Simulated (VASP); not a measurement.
# CsBr (Pm-3m) in VASP: a series of runs

Runs on CsBr. Level: PBE. Tasks: electric field gradients.

Program: VASP 6.6.1. These are calculated values, not measurements. Logs are shortened: lines on timing, memory, paths and dates and some standing lists are left out, and cuts for length are marked.

### 1 The cell of the first run

The structure is cubic, space group Pm-3m (No. 221). The conventional cell has a = 4.326 Å, b = 4.326 Å, c = 4.326 Å, α = 90.00°, β = 90.00°, γ = 90.00°. Within 4.9 Å of Cs (site symmetry m-3m) lie 8 Br at 3.75 Å and 6 Cs at 4.33 Å. Br (site symmetry m-3m) has 8 Cs at 3.75 Å and 6 Br at 4.33 Å within 4.9 Å.

### 2 Electric field gradients, PBE

INCAR

```
PREC = Accurate
ENCUT = 400
EDIFF = 1E-8
ISMEAR = -1
SIGMA = 0.02
LREAL = False
LASPH = True
NELM = 120
ALGO = Normal
ISIF = 2
LWAVE = False
LCHARG = False
GGA = PE
LEFG = True
NBANDS = 15
GGA_COMPAT = False
```

KPOINTS

```
regular mesh
0
Gamma
  7 7 7
```

POSCAR

```
CsBr
1.0
    4.3256222200      0.0000000000      0.0000000000
    0.0000000000      4.3256222200      0.0000000000
    0.0000000000      0.0000000000      4.3256222200
Cs Br
1 1
Direct
    0.0000000000      0.0000000000      0.0000000000
    0.5000000000      0.5000000000      0.5000000000
```

Potentials or basis: VASP PAW PBE potentials, release 64 (Cs_sv, Br).

On the command line:

```sh
> cat potpaw_PBE.64/Cs_sv/POTCAR potpaw_PBE.64/Br/POTCAR > POTCAR
> mpirun -np 1 vasp_std > vasp.out
```

OUTCAR:

```text
PREC = Accurate
   ENCUT = 400
   EDIFF = 1E-8
   ISMEAR = -1
   LREAL = False
   LASPH = True
   NELM = 120
   ISIF = 2
   GGA = PE

 ion  position               nearest neighbor table
   1  0.000  0.000  0.000-
   2  0.500  0.500  0.500-

  LATTYP: Found a simple cubic cell.
 ALAT       =     4.3256222200

  Lattice vectors:

 A1 = (   4.3256222200,   0.0000000000,   0.0000000000)
 A2 = (   0.0000000000,   4.3256222200,   0.0000000000)
 A3 = (   0.0000000000,   0.0000000000,   4.3256222200)

Analysis of symmetry for initial positions (statically):
=====================================================================
 Subroutine PRICEL returns:
 Original cell was already a primitive cell.

 Routine SETGRP: Setting up the symmetry group for a
 simple cubic supercell.

 Subroutine GETGRP returns: Found 48 space group operations
 (whereof 48 operations were pure point group operations)
 out of a pool of 48 trial point group operations.

The static configuration has the point symmetry O_h .

Analysis of symmetry for dynamics (positions and initial velocities):
=====================================================================
 Subroutine PRICEL returns:
 Original cell was already a primitive cell.

 Routine SETGRP: Setting up the symmetry group for a
 simple cubic supercell.

 Subroutine GETGRP returns: Found 48 space group operations
 (whereof 48 operations were pure point group operations)
 out of a pool of 48 trial point group operations.

The dynamic configuration has the point symmetry O_h .

 Subroutine INISYM returns: Found 48 space group operations
 (whereof 48 operations are pure point group operations),
 and found     1 'primitive' translations

----------------------------------------------------------------------------------------

                                     Primitive cell

  volume of cell :      80.9368

  direct lattice vectors                    reciprocal lattice vectors
     4.325622220  0.000000000  0.000000000     0.231180614  0.000000000  0.000000000
     0.000000000  4.325622220  0.000000000     0.000000000  0.231180614  0.000000000
     0.000000000  0.000000000  4.325622220     0.000000000  0.000000000  0.231180614

  length of vectors
     4.325622220  4.325622220  4.325622220     0.231180614  0.231180614  0.231180614

  position of ions in fractional coordinates (direct lattice)
     0.000000000  0.000000000  0.000000000
     0.500000000  0.500000000  0.500000000

  ion indices of the primitive-cell ions
   primitive index   ion index
                 1           1
                 2           2

----------------------------------------------------------------------------------------

 KPOINTS: regular mesh

Automatic generation of k-mesh.
 Grid dimensions read from file:
 generate k-points for:    7    7    7

 Generating k-lattice:

  Cartesian coordinates                     Fractional coordinates (reciprocal lattice)
     0.033025802  0.000000000  0.000000000     0.142857143  0.000000000  0.000000000
     0.000000000  0.033025802  0.000000000     0.000000000  0.142857143  0.000000000
     0.000000000  0.000000000  0.033025802     0.000000000  0.000000000  0.142857143

  Length of vectors
     0.033025802  0.033025802  0.033025802

  Shift w.r.t. Gamma in fractional coordinates (k-lattice)
     0.000000000  0.000000000  0.000000000

 Subroutine IBZKPT returns following result:
 ===========================================

 Found     20 irreducible k-points:

 Following reciprocal coordinates:
            Coordinates               Weight
  0.000000  0.000000  0.000000      1.000000
  0.142857  0.000000  0.000000      6.000000
  0.285714  0.000000  0.000000      6.000000
  0.428571  0.000000  0.000000      6.000000
  0.142857  0.142857  0.000000     12.000000
  0.285714  0.142857  0.000000     24.000000
[... 12 lines left out ...]
  0.428571  0.428571  0.285714     24.000000
  0.428571  0.428571  0.428571      8.000000
   k-points           NKPTS =     20   k-points in BZ     NKDIM =     20   number of bands    NBANDS=     15
   number of dos      NEDOS =    301   number of ions     NIONS =      2
   total plane-waves  NPLWV =  21952
   dimension x,y,z NGX =    28 NGY =   28 NGZ =   28
   dimension x,y,z NGXF=    56 NGYF=   56 NGZF=   56
   ions per type =               1   1
   NGX,Y,Z   is equivalent  to a cutoff of  10.76, 10.76, 10.76 a.u.
   NGXF,Y,Z  is equivalent  to a cutoff of  21.52, 21.52, 21.52 a.u.
 SYSTEM =  unknown system
   PREC   = accura    normal or accurate (medium, high low for compatibility)
   ISTART =      0    job   : 0-new  1-cont  2-samecut
   ICHARG =      2    charge: 1-file 2-atom 10-const
   ISPIN  =      1    spin polarized calculation?
   LNONCOLLINEAR =      F non collinear calculations
   LSORBIT =      F    spin-orbit coupling
   LASPH  =      T    aspherical Exc in radial PAW
   ENCUT  =  400.0 eV  29.40 Ry    5.42 a.u.   7.05  7.05  7.05*2*pi/ulx,y,z
   NELM   =    120;   NELMIN=  2; NELMDL= -5     # of ELM steps
   EDIFF  = 0.1E-07   stopping-criterion for ELM
   LREAL  =      F    real-space projection
   EDIFFG = 0.1E-06   stopping-criterion for IOM
   NSW    =      0    number of steps for IOM
   IBRION =     -1    ionic relax: 0-MD 1-quasi-New 2-CG
   NFREE  =      0    steps in history (QN), initial steepest desc. (CG)
   ISIF   =      2    stress and relaxation
   ISYM   =      2    0-nonsym 1-usesym 2-fastsym
   POTIM  = 0.5000    time-step for ionic-motion
   TEBEG  =    0.0;   TEEND  =   0.0 temperature during run
   PSTRESS=    0.0 pullay stress
   NELECT =      16.0000    total number of electrons
   NUPDOWN=      -1.0000    fix difference up-down
   EMIN   =  10.00;   EMAX   =-10.00  energy-range for DOS
   EFERMI =   0.00;   METHOD = LEGACY
   ISMEAR =    -1;   SIGMA  =   0.02  broadening in eV -4-tet -1-fermi 0-gaus
   EFERMI_NEDOS =   21; number of points for ismear=-14 and -15
   IALGO  =     38    algorithm
   IMIX   =      4    mixing-type and parameters
     AMIX     =   0.40;   BMIX     =  1.00
     AMIX_MAG =   1.60;   BMIX_MAG =  1.00
  volume/ion in A,a.u.               =      40.47       273.09
  Fermi-wavevector in a.u.,A,eV,Ry     =   0.953673  1.802181 12.374397  0.909493
  Thomas-Fermi vector in A             =   2.082350
   LORBIT       =      0    0 simple, 1 ext, 2 COOP (PROOUT), +10 PAW based schemes
   GGA     = PE    functional components
   LHFCALC =     F    Hartree Fock is set to
   AEXX    =    0.0000 exact exchange contribution
   IVDW    =     0    specifies the selected vdW correction
   LEPSILON=     F    determine dielectric tensor
   LRPA    =     F    only Hartree local field effects (RPA)
 non-spin polarized calculation
  energy-cutoff  :      400.00
  volume of cell :       80.94
 maximum number of plane-waves:      1480
   NGX = 15   NGY = 15   NGZ = 15

 number of electron      16.0000003 magnetization

 Free energy of the ion-electron system (eV)
  ---------------------------------------------------
  ext. energy  EPLUGINS =         0.00000000
  ---------------------------------------------------
  free energy    TOTEN  =        -6.01626680 eV

  energy without entropy =       -6.01626680  energy(sigma->0) =       -6.01626680

 E-fermi :   0.0758     XC(G=0):  -7.9525

 val. band max:       -0.4391155381   @ k =   0.0000   0.0000   0.0000
 cond. band min:       3.9786844159   @ k =   0.0000   0.0000   0.0000
 fundamental gap:      4.4177999540
 Fermi energy:         0.0757679695

 k-point     1 :       0.0000    0.0000    0.0000
  band No.  band energies     occupation
      1     -20.2487      2.00000
      2     -12.7679      2.00000
      3      -6.8543      2.00000
      4      -6.8543      2.00000
      5      -6.8543      2.00000
      6      -0.4391      2.00000
      7      -0.4391      2.00000
      8      -0.4391      2.00000
      9       3.9787      0.00000
     10       4.5076      0.00000
     11       4.5076      0.00000
     12       8.6023      0.00000
     13       8.6023      0.00000
     14       8.6023      0.00000
     15      11.5535      0.00000
[... 325 lines left out ...]
 k-point    20 :       0.4286    0.4286    0.4286
  band No.  band energies     occupation
      1     -20.1269      2.00000
      2     -12.6109      2.00000
      3      -7.2331      2.00000
      4      -7.2187      2.00000
      5      -7.2187      2.00000
      6      -1.4855      2.00000
      7      -1.4855      2.00000
      8      -1.4003      2.00000
      9       7.1014      0.00000
     10       7.5983      0.00000
     11       7.5983      0.00000
     12       8.4360      0.00000
     13       8.4360      0.00000
     14       8.5313      0.00000
     15      11.0195      0.00000

------------------------ aborting loop because EDIFF is reached ----------------------------------------

  FORCE on cell =-STRESS in cart. coord.  units (eV):
  Direction    XX          YY          ZZ          XY          YZ          ZX
  --------------------------------------------------------------------------------------
  -------------------------------------------------------------------------------------
  Total        0.3124728      0.3124728      0.3124728      0.0000000     -0.0000000      0.0000000
  in kB        6.1855312      6.1855312      6.1855312      0.0000000     -0.0000000      0.0000000
  external PRESSURE =       6.1855312 kB  Pullay stress =       0.0000000 kB

 VOLUME and BASIS-vectors are now :
 -----------------------------------------------------------------------------
  energy-cutoff  :      400.00
  volume of cell :       80.94
      direct lattice vectors                 reciprocal lattice vectors
     4.325622220  0.000000000  0.000000000     0.231180614  0.000000000  0.000000000
     0.000000000  4.325622220  0.000000000     0.000000000  0.231180614  0.000000000
     0.000000000  0.000000000  4.325622220     0.000000000  0.000000000  0.231180614

 POSITION                                       TOTAL-FORCE (eV/Angst)
 -----------------------------------------------------------------------------------
      0.00000      0.00000      0.00000         0.000000      0.000000      0.000000
      2.16281      2.16281      2.16281         0.000000      0.000000      0.000000
 -----------------------------------------------------------------------------------
    total drift:                                0.000000      0.000000      0.000000

  FREE ENERGIE OF THE ION-ELECTRON SYSTEM (eV)
  ---------------------------------------------------
  free  energy   TOTEN  =        -6.0162668032 eV

  energy  without entropy=       -6.0162668032  energy(sigma->0) =       -6.01626680

 Electric field gradients (V/A^2)
---------------------------------------------------------------------
 ion       V_xx      V_yy      V_zz      V_xy      V_xz      V_yz
---------------------------------------------------------------------
   1      -0.000    -0.000     0.000    -0.000     0.000    -0.000
   2      -0.000    -0.000     0.000    -0.000    -0.000    -0.000
---------------------------------------------------------------------

 Electric field gradients after diagonalization (V/A^2)
 (convention: |V_zz| > |V_xx| > |V_yy|)
----------------------------------------------------------------------
 ion       V_xx      V_yy      V_zz     asymmetry (V_yy - V_xx)/ V_zz
----------------------------------------------------------------------
   1      -0.000     0.000    -0.000      -1.589
   2       0.000    -0.000    -0.000       1.813
----------------------------------------------------------------------

           NMR quadrupolar parameters

 Cq : quadrupolar parameter    Cq=e*Q*V_zz/h
 eta: asymmetry parameters     (V_yy - V_xx)/ V_zz
 Q  : nuclear electric quadrupole moment in mb (millibarn)
----------------------------------------------------------------------
 ion       Cq(MHz)       eta       Q (mb)
----------------------------------------------------------------------
   1      -0.000      -1.589       1.000
   2      -0.000       1.813       1.000
----------------------------------------------------------------------
```

Run time: 26 s. Hardware: 1 thread of AMD EPYC 7R13, shared host; peak memory 0.13 GiB.

What came out:

| Item | Value |
| --- | --- |
| Free energy | -6.0163 eV |
| Pressure | 0.6 GPa |
| Band gap on the k mesh | 4.42 eV, direct |

Levels at points of the mesh, in eV from the valence-band top:
| k point | band 6 | band 7 | band 8 | band 9 | band 10 | band 11 |
| --- | --- | --- | --- | --- | --- | --- |
| (0.00, 0.00, 0.00) | 0.00 | 0.00 | 0.00 | 4.42 | 4.95 | 4.95 |

Caveat: without QUAD_EFG the Cq values of the log hold for a quadrupole moment of 1 mb, not for the nuclei; spin-orbit coupling is left out, which moves the levels of the heavy elements. A k mesh can miss the band edges.

### 3 Electric field gradients, PBE

This run uses another cell than the first one: it holds 8 atoms, not 2.

INCAR

```
SYSTEM = CsBr
ALGO = Normal
EDIFF = 1E-8
ENCUT = 400
GGA = PE
GGA_COMPAT = .FALSE.
ISIF = 2
ISMEAR = 0
LASPH = .TRUE.
LCHARG = .FALSE.
LEFG = .TRUE.
LREAL = .FALSE.
LWAVE = .FALSE.
NBANDS = 42
NELM = 120
PREC = Accurate
SIGMA = 0.01
```

KPOINTS

```
k-points
0
G
  3 3 3
  0 0 0
```

POSCAR

```
CsBr
1.0
   -4.3256222200      4.3256222200      4.3256222200
    4.3256222200     -4.3256222200      4.3256222200
    4.3256222200      4.3256222200     -4.3256222200
Cs Br
4 4
Direct
    0.0000000000      0.0000000000      0.0000000000
    0.5000000000      0.5000000000      0.0000000000
    0.5000000000      0.0000000000      0.5000000000
    0.0000000000      0.5000000000      0.5000000000
    0.5000000000      0.5000000000      0.5000000000
    0.0000000000      0.0000000000      0.5000000000
    0.0000000000      0.5000000000      0.0000000000
    0.5000000000      0.0000000000      0.0000000000
```

Potentials or basis: VASP PAW PBE potentials, release 64 (Cs_sv, Br).

On the command line:

```sh
> cat potpaw_PBE.64/Cs_sv/POTCAR potpaw_PBE.64/Br/POTCAR > POTCAR
> mpirun -np 1 vasp_std > vasp.out
```

OUTCAR:

```text
SYSTEM = CsBr
   EDIFF = 1E-8
   ENCUT = 400
   GGA = PE
   ISIF = 2
   ISMEAR = 0
   LASPH = .TRUE.
   LREAL = .FALSE.
   NELM = 120
   PREC = Accurate

 ion  position               nearest neighbor table
   1  0.000  0.000  0.000-
   2  0.500  0.500  0.000-
   3  0.500  0.000  0.500-
   4  0.000  0.500  0.500-
   5  0.500  0.500  0.500-
   6  0.000  0.000  0.500-
   7  0.000  0.500  0.000-
   8  0.500  0.000  0.000-

  LATTYP: Found a body centered cubic cell.
 ALAT       =     8.6512444400

  Lattice vectors:

 A1 = (  -4.3256222200,   4.3256222200,   4.3256222200)
 A2 = (   4.3256222200,  -4.3256222200,   4.3256222200)
 A3 = (   4.3256222200,   4.3256222200,  -4.3256222200)

Analysis of symmetry for initial positions (statically):
=====================================================================
 Subroutine PRICEL returns following result:

  LATTYP: Found a simple cubic cell.
 ALAT       =     4.3256222200

  Lattice vectors:

[... 383 lines left out ...]

  FREE ENERGIE OF THE ION-ELECTRON SYSTEM (eV)
  ---------------------------------------------------
  free  energy   TOTEN  =       -24.0632440588 eV

  energy  without entropy=      -24.0632440588  energy(sigma->0) =      -24.06324406

 Electric field gradients (V/A^2)
---------------------------------------------------------------------
 ion       V_xx      V_yy      V_zz      V_xy      V_xz      V_yz
---------------------------------------------------------------------
   1      -0.000    -0.000     0.000    -0.000    -0.000    -0.000
   2      -0.000    -0.000     0.000    -0.000    -0.000    -0.000
   3      -0.000    -0.000     0.000    -0.000    -0.000    -0.000
   4      -0.000    -0.000     0.000    -0.000    -0.000    -0.000
   5      -0.000     0.000     0.000    -0.002    -0.002    -0.002
   6      -0.000     0.000     0.000    -0.002    -0.002    -0.002
   7      -0.000     0.000     0.000    -0.002    -0.002    -0.002
   8      -0.000     0.000     0.000    -0.002    -0.002    -0.002
---------------------------------------------------------------------

 Electric field gradients after diagonalization (V/A^2)
 (convention: |V_zz| > |V_xx| > |V_yy|)
----------------------------------------------------------------------
 ion       V_xx      V_yy      V_zz     asymmetry (V_yy - V_xx)/ V_zz
----------------------------------------------------------------------
   1       0.000     0.000    -0.000       0.000
   2       0.000     0.000    -0.000       0.000
   3       0.000     0.000    -0.000       0.000
   4       0.000     0.000    -0.000       0.000
   5       0.002     0.002    -0.004       0.000
   6       0.002     0.002    -0.004       0.000
   7       0.002     0.002    -0.004       0.000
   8       0.002     0.002    -0.004       0.000
----------------------------------------------------------------------

           NMR quadrupolar parameters

 Cq : quadrupolar parameter    Cq=e*Q*V_zz/h
 eta: asymmetry parameters     (V_yy - V_xx)/ V_zz
 Q  : nuclear electric quadrupole moment in mb (millibarn)
----------------------------------------------------------------------
 ion       Cq(MHz)       eta       Q (mb)
----------------------------------------------------------------------
   1      -0.000       0.000       1.000
   2      -0.000       0.000       1.000
   3      -0.000       0.000       1.000
   4      -0.000       0.000       1.000
   5      -0.000       0.000       1.000
   6      -0.000       0.000       1.000
   7      -0.000       0.000       1.000
   8      -0.000       0.000       1.000
----------------------------------------------------------------------
```

Wall time 2.1 min (1 thread of AMD EPYC 7R13, shared host); peak memory 0.3 GiB.

Results:

- Free energy: -24.0632 eV
- Pressure: 0.6 GPa
- Band gap on the k mesh: 4.41 eV

Caveat: without QUAD_EFG the Cq values of the log hold for a quadrupole moment of 1 mb, not for the nuclei; spin-orbit coupling is left out, which moves the levels of the heavy elements. PBE gaps usually lie below the measured ones, often by a third to a half.
